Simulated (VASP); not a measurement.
# SnTe (I4/mmm) in VASP: notebook

The runs below take SnTe through single point, with PBEsol.

All numbers are computed with VASP 6.6.1; they aren't measurements. Logs are shortened: lines on timing, memory, paths and dates and some standing lists are left out, and cuts for length are marked.

**1. The cell of the first run**

It takes space group I4/mmm (No. 139, tetragonal). Conventional cell: a = 4.464 Å, b = 4.464 Å, c = 6.187 Å, α = 90.00°, β = 90.00°, γ = 90.00°. Within 4.1 Å of Sn (site symmetry 4/mmm) lie 6 Te at 3.09 to 3.16 Å. Te (site symmetry 4/mmm) has 6 Sn at 3.09 to 3.16 Å within 4.1 Å.

**2. Single point, PBEsol (zz strain of -2 %)**

File INCAR:

```
SYSTEM = SnTe
ALGO     = Normal         ! electronic algorithm
EDIFF    = 1E-6           ! SCF threshold, eV
ENCUT    = 520            ! plane-wave cutoff, eV
GGA      = PS             ! functional
ISIF     = 2              ! what is computed and relaxed
ISMEAR   = -1             ! smearing method
LASPH    = .TRUE.         ! aspherical terms in the spheres
LCHARG   = .FALSE.        ! write CHGCAR
LREAL    = .FALSE.        ! projectors in reciprocal space
LWAVE    = .FALSE.        ! write WAVECAR
NBANDS   = 17             ! bands
NELM     = 80             ! most SCF steps
PREC     = Accurate       ! precision mode
SIGMA    = 0.08           ! smearing width, eV
```

File KPOINTS:

```
k-points
0
G
  11 11 11
  0 0 0
```

File POSCAR:

```
SnTe
1.0
    0.0000000000      3.1565000000      3.0933700000
    3.1565000000      0.0000000000      3.0933700000
    3.1565000000      3.1565000000      0.0000000000
Sn Te
1 1
Direct
    0.0000000000      0.0000000000      0.0000000000
    0.5000000000      0.5000000000      0.5000000000
```

Potentials or basis: VASP PAW PBE potentials, release 64 (Sn_d, Te).

The run is started by

```console
$ cat potpaw_PBE.64/Sn_d/POTCAR potpaw_PBE.64/Te/POTCAR > POTCAR
$ mpirun -np 1 vasp_std > vasp.out
```

OUTCAR:

```text
SYSTEM = SnTe
   EDIFF = 1E-6
   ENCUT = 520
   GGA = PS
   ISIF = 2
   ISMEAR = -1
   LASPH = .TRUE.
   LREAL = .FALSE.
   NELM = 80
   PREC = Accurate

 ion  position               nearest neighbor table
   1  0.000  0.000  0.000-   2 3.09   2 3.09   2 3.16   2 3.16   2 3.16   2 3.16
   2  0.500  0.500  0.500-   1 3.09   1 3.09   1 3.16   1 3.16   1 3.16   1 3.16

  LATTYP: Found a body centered tetragonal cell.
 ALAT       =     4.4639651096
 C/A-ratio  =     1.3859292911

  Lattice vectors:

 A1 = (   0.0000000000,  -3.1565000000,  -3.0933700000)
 A2 = (   0.0000000000,   3.1565000000,  -3.0933700000)
 A3 = (   3.1565000000,   0.0000000000,   3.0933700000)

Analysis of symmetry for initial positions (statically):
=====================================================================
 Subroutine PRICEL returns:
 Original cell was already a primitive cell.

 Routine SETGRP: Setting up the symmetry group for a
 body centered tetragonal supercell.

 Subroutine GETGRP returns: Found 16 space group operations
 (whereof 16 operations were pure point group operations)
 out of a pool of 16 trial point group operations.

The static configuration has the point symmetry D_4h.

Analysis of symmetry for dynamics (positions and initial velocities):
=====================================================================
 Subroutine PRICEL returns:
 Original cell was already a primitive cell.

 Routine SETGRP: Setting up the symmetry group for a
 body centered tetragonal supercell.

 Subroutine GETGRP returns: Found 16 space group operations
 (whereof 16 operations were pure point group operations)
 out of a pool of 16 trial point group operations.

The dynamic configuration has the point symmetry D_4h.

 Subroutine INISYM returns: Found 16 space group operations
 (whereof 16 operations are pure point group operations),
 and found     1 'primitive' translations

----------------------------------------------------------------------------------------

                                     Primitive cell

  volume of cell :      61.6415

  direct lattice vectors                    reciprocal lattice vectors
     0.000000000  3.156500000  3.093370000    -0.158403295  0.158403295  0.161636015
     3.156500000  0.000000000  3.093370000     0.158403295 -0.158403295  0.161636015
     3.156500000  3.156500000  0.000000000     0.158403295  0.158403295 -0.161636015

  length of vectors
     4.419550906  4.419550906  4.463965110     0.276241577  0.276241577  0.276241577

  position of ions in fractional coordinates (direct lattice)
     0.000000000  0.000000000  0.000000000
     0.500000000  0.500000000  0.500000000

  ion indices of the primitive-cell ions
   primitive index   ion index
                 1           1
                 2           2

----------------------------------------------------------------------------------------

 KPOINTS: k-points

Automatic generation of k-mesh.
 Grid dimensions read from file:
 generate k-points for:   11   11   11

 Generating k-lattice:

  Cartesian coordinates                     Fractional coordinates (reciprocal lattice)
    -0.014400300  0.014400300  0.014694183     0.090909091  0.000000000  0.000000000
     0.014400300 -0.014400300  0.014694183     0.000000000  0.090909091  0.000000000
     0.014400300  0.014400300 -0.014694183    -0.000000000 -0.000000000  0.090909091

  Length of vectors
     0.025112871  0.025112871  0.025112871

  Shift w.r.t. Gamma in fractional coordinates (k-lattice)
     0.000000000  0.000000000  0.000000000

 Subroutine IBZKPT returns following result:
 ===========================================

 Found    126 irreducible k-points:

 Following reciprocal coordinates:
            Coordinates               Weight
  0.000000  0.000000  0.000000      1.000000
  0.090909  0.000000  0.000000      8.000000
  0.181818  0.000000  0.000000      8.000000
  0.272727  0.000000  0.000000      8.000000
  0.363636  0.000000  0.000000      8.000000
  0.454545 -0.000000  0.000000      8.000000
[... 16 lines left out ...]
 -0.272727  0.181818  0.000000      8.000000
 -0.181818  0.181818  0.000000      4.000000
 [... further k-points ...]
   k-points           NKPTS =    126   k-points in BZ     NKDIM =    126   number of bands    NBANDS=     17
   number of dos      NEDOS =    301   number of ions     NIONS =      2
   total plane-waves  NPLWV =  46656
   dimension x,y,z NGX =    36 NGY =   36 NGZ =   36
   dimension x,y,z NGXF=    72 NGYF=   72 NGZF=   72
   ions per type =               1   1
   NGX,Y,Z   is equivalent  to a cutoff of  13.54, 13.54, 13.41 a.u.
   NGXF,Y,Z  is equivalent  to a cutoff of  27.08, 27.08, 26.81 a.u.
 SYSTEM =  SnTe
   PREC   = accura    normal or accurate (medium, high low for compatibility)
   ISTART =      0    job   : 0-new  1-cont  2-samecut
   ICHARG =      2    charge: 1-file 2-atom 10-const
   ISPIN  =      1    spin polarized calculation?
   LNONCOLLINEAR =      F non collinear calculations
   LSORBIT =      F    spin-orbit coupling
   LASPH  =      T    aspherical Exc in radial PAW
   ENCUT  =  520.0 eV  38.22 Ry    6.18 a.u.   8.22  8.22  8.30*2*pi/ulx,y,z
   NELM   =     80;   NELMIN=  2; NELMDL= -5     # of ELM steps
   EDIFF  = 0.1E-05   stopping-criterion for ELM
   LREAL  =      F    real-space projection
   EDIFFG = 0.1E-04   stopping-criterion for IOM
   NSW    =      0    number of steps for IOM
   IBRION =     -1    ionic relax: 0-MD 1-quasi-New 2-CG
   NFREE  =      0    steps in history (QN), initial steepest desc. (CG)
   ISIF   =      2    stress and relaxation
   ISYM   =      2    0-nonsym 1-usesym 2-fastsym
   POTIM  = 0.5000    time-step for ionic-motion
   TEBEG  =    0.0;   TEEND  =   0.0 temperature during run
   PSTRESS=    0.0 pullay stress
   NELECT =      20.0000    total number of electrons
   NUPDOWN=      -1.0000    fix difference up-down
   EMIN   =  10.00;   EMAX   =-10.00  energy-range for DOS
   EFERMI =   0.00;   METHOD = LEGACY
   ISMEAR =    -1;   SIGMA  =   0.08  broadening in eV -4-tet -1-fermi 0-gaus
   EFERMI_NEDOS =   21; number of points for ismear=-14 and -15
   IALGO  =     38    algorithm
   IMIX   =      4    mixing-type and parameters
     AMIX     =   0.40;   BMIX     =  1.00
     AMIX_MAG =   1.60;   BMIX_MAG =  1.00
  volume/ion in A,a.u.               =      30.82       207.99
  Fermi-wavevector in a.u.,A,eV,Ry     =   1.124934  2.125817 17.217851  1.265476
  Thomas-Fermi vector in A             =   2.261608
   LORBIT       =      0    0 simple, 1 ext, 2 COOP (PROOUT), +10 PAW based schemes
   GGA     = PS    functional components
   LHFCALC =     F    Hartree Fock is set to
   AEXX    =    0.0000 exact exchange contribution
   IVDW    =     0    specifies the selected vdW correction
   LEPSILON=     F    determine dielectric tensor
   LRPA    =     F    only Hartree local field effects (RPA)
 non-spin polarized calculation
  energy-cutoff  :      520.00
  volume of cell :       61.64
 maximum number of plane-waves:      1679
 NGX is ok and might be reduce to    36
   NGX = 17   NGY = 17   NGZ = 17

 number of electron      19.9999996 magnetization

 Free energy of the ion-electron system (eV)
  ---------------------------------------------------
  ext. energy  EPLUGINS =         0.00000000
  ---------------------------------------------------
  free energy    TOTEN  =        -8.33170098 eV

  energy without entropy =       -8.32948417  energy(sigma->0) =       -8.33059258

 E-fermi :   6.9829     XC(G=0):  -9.7180

 val. band max:        6.8121635208   @ k =   0.4545  -0.0000   0.0000
 cond. band min:       7.2358960696   @ k =   0.4545  -0.0000   0.0000
 fundamental gap:      0.4237325489
 Fermi energy:         6.9828677971

 k-point     1 :       0.0000    0.0000    0.0000
  band No.  band energies     occupation
      1     -14.7985      2.00000
      2     -14.7925      2.00000
      3     -14.7910      2.00000
      4     -14.7859      2.00000
      5     -14.7859      2.00000
      6      -5.9422      2.00000
[... 9 lines left out ...]
     16      11.7784      0.00000
     17      13.6446      0.00000

 k-point     2 :       0.0909    0.0000    0.0000
  band No.  band energies     occupation
      1     -14.7988      2.00000
      2     -14.7929      2.00000
      3     -14.7907      2.00000
      4     -14.7856      2.00000
      5     -14.7854      2.00000
      6      -5.8704      2.00000
[... 9 lines left out ...]
     16      11.9087      0.00000
     17      14.2748      0.00000

 k-point     3 :       0.1818    0.0000    0.0000
  band No.  band energies     occupation
      1     -14.7996      2.00000
      2     -14.7943      2.00000
      3     -14.7897      2.00000
      4     -14.7846      2.00000
      5     -14.7839      2.00000
      6      -5.6610      2.00000
[... 9 lines left out ...]
     16      12.3788      0.00000
     17      15.5447      0.00000

 k-point     4 :       0.2727    0.0000    0.0000
  band No.  band energies     occupation
      1     -14.8009      2.00000
      2     -14.7963      2.00000
      3     -14.7886      2.00000
      4     -14.7831      2.00000
      5     -14.7817      2.00000
      6      -5.3370      2.00000
[... 9 lines left out ...]
     16      13.1358      0.00000
     17      17.0773      0.00000

 k-point     5 :       0.3636    0.0000    0.0000
  band No.  band energies     occupation
      1     -14.8023      2.00000
      2     -14.7981      2.00000
      3     -14.7878      2.00000
      4     -14.7815      2.00000
      5     -14.7796      2.00000
      6      -4.9573      2.00000
[... 9 lines left out ...]
     16      14.1879      0.00000
     17      17.4112      0.00000

 k-point     6 :       0.4545   -0.0000    0.0000
  band No.  band energies     occupation
      1     -14.8031      2.00000
      2     -14.7991      2.00000
      3     -14.7874      2.00000
      4     -14.7805      2.00000
      5     -14.7784      2.00000
      6      -4.6626      2.00000
[... 9 lines left out ...]
     16      15.4417      0.00000
     17      16.1554      0.00000

 k-point     7 :       0.0909    0.0909    0.0000
  band No.  band energies     occupation
      1     -14.7980      2.00000
      2     -14.7938      2.00000
      3     -14.7914      2.00000
      4     -14.7849      2.00000
      5     -14.7849      2.00000
      6      -5.8426      2.00000
[... 9 lines left out ...]
     16      12.1524      0.00000
     17      13.8190      0.00000

 k-point     8 :       0.1818    0.0909    0.0000
  band No.  band energies     occupation
      1     -14.7980      2.00000
      2     -14.7955      2.00000
      3     -14.7914      2.00000
      4     -14.7838      2.00000
      5     -14.7836      2.00000
      6      -5.6754      2.00000
[... 9 lines left out ...]
     16      12.7360      0.00000
     17      14.4698      0.00000
[... 203 lines left out ...]
      1     -14.8021      2.00000
      2     -14.7976      2.00000
      3     -14.7918      2.00000
      4     -14.7796      2.00000
      5     -14.7785      2.00000
      6      -4.9756      2.00000
[... 9 lines left out ...]
     16      15.1944      0.00000
     17      16.3098      0.00000

 k-point    20 :       0.4545    0.1818    0.0000
  band No.  band energies     occupation
      1     -14.8030      2.00000
      2     -14.7991      2.00000
      3     -14.7902      2.00000
      4     -14.7791      2.00000
      5     -14.7772      2.00000
      6      -4.6417      2.00000
[... 9 lines left out ...]
     16      16.2624      0.00000
     17      16.3039      0.00000

 k-point    21 :      -0.4545    0.1818    0.0000
  band No.  band energies     occupation
      1     -14.8025      2.00000
      2     -14.8006      2.00000
      3     -14.7884      2.00000
      4     -14.7796      2.00000
      5     -14.7772      2.00000
      6      -4.4678      2.00000
[... 9 lines left out ...]
     16      15.2691      0.00000
     17      17.2623      0.00000

 k-point    22 :      -0.3636    0.1818    0.0000
  band No.  band energies     occupation
      1     -14.8017      2.00000
      2     -14.8009      2.00000
      3     -14.7868      2.00000
      4     -14.7808      2.00000
      5     -14.7784      2.00000
      6      -4.5866      2.00000
[... 9 lines left out ...]
     16      14.2073      0.00000
     17      17.4806      0.00000

 k-point    23 :      -0.2727    0.1818    0.0000
  band No.  band energies     occupation
      1     -14.8021      2.00000
      2     -14.7986      2.00000
      3     -14.7858      2.00000
      4     -14.7826      2.00000
      5     -14.7802      2.00000
      6      -4.9029      2.00000
[... 9 lines left out ...]
     16      15.6243      0.00000
     17      16.2878      0.00000

 k-point    24 :      -0.1818    0.1818    0.0000
  band No.  band energies     occupation
      1     -14.8018      2.00000
      2     -14.7963      2.00000
      3     -14.7859      2.00000
      4     -14.7842      2.00000
      5     -14.7821      2.00000
      6      -5.2444      2.00000
[... 9 lines left out ...]
     16      14.9114      0.00000
     17      15.2991      0.00000

 [... further k-points ...]

------------------------ aborting loop because EDIFF is reached ----------------------------------------

  FORCE on cell =-STRESS in cart. coord.  units (eV):
  Direction    XX          YY          ZZ          XY          YZ          ZX
  --------------------------------------------------------------------------------------
  -------------------------------------------------------------------------------------
  Total       -0.2009023     -0.2009023      0.9184958      0.0000000     -0.0000000      0.0000000
  in kB       -5.2218207     -5.2218207     23.8734018      0.0000000     -0.0000000      0.0000000
  external PRESSURE =       4.4765868 kB  Pullay stress =       0.0000000 kB

 VOLUME and BASIS-vectors are now :
 -----------------------------------------------------------------------------
  energy-cutoff  :      520.00
  volume of cell :       61.64
      direct lattice vectors                 reciprocal lattice vectors
     0.000000000  3.156500000  3.093370000    -0.158403295  0.158403295  0.161636015
     3.156500000  0.000000000  3.093370000     0.158403295 -0.158403295  0.161636015
     3.156500000  3.156500000  0.000000000     0.158403295  0.158403295 -0.161636015

 POSITION                                       TOTAL-FORCE (eV/Angst)
 -----------------------------------------------------------------------------------
      0.00000      0.00000      0.00000         0.000000     -0.000000      0.000000
      3.15650      3.15650      3.09337         0.000000      0.000000      0.000000
 -----------------------------------------------------------------------------------
    total drift:                               -0.000000      0.000000      0.000000

  FREE ENERGIE OF THE ION-ELECTRON SYSTEM (eV)
  ---------------------------------------------------
  free  energy   TOTEN  =        -8.3317009847 eV

  energy  without entropy=       -8.3294841671  energy(sigma->0) =       -8.33059258
```

Wall time 3.1 min (1 thread of Intel Xeon 8259CL, shared host); peak memory 0.3 GiB.

What came out:

- Free energy: -8.3317 eV
- Pressure: 0.4 GPa
- Band gap on the k mesh: 0.42 eV

Levels at points of the mesh, in eV from the valence-band top:
| k point | band 8 | band 9 | band 10 | band 11 | band 12 | band 13 |
| --- | --- | --- | --- | --- | --- | --- |
| (0.00, 0.00, 0.00) | -2.15 | -1.92 | -1.92 | 3.38 | 3.38 | 3.89 |

Caveat: the cell differs from its parent crystal (zz strain of -2 %); semilocal functionals underestimate gaps, and a narrow one can read as zero; the PAW data sets were made with another functional, which shifts forces and pressure a little; spin-orbit coupling is left out, which moves the levels of the heavy elements. A k mesh can miss the band edges.

(Continued in part 2 of 2.)
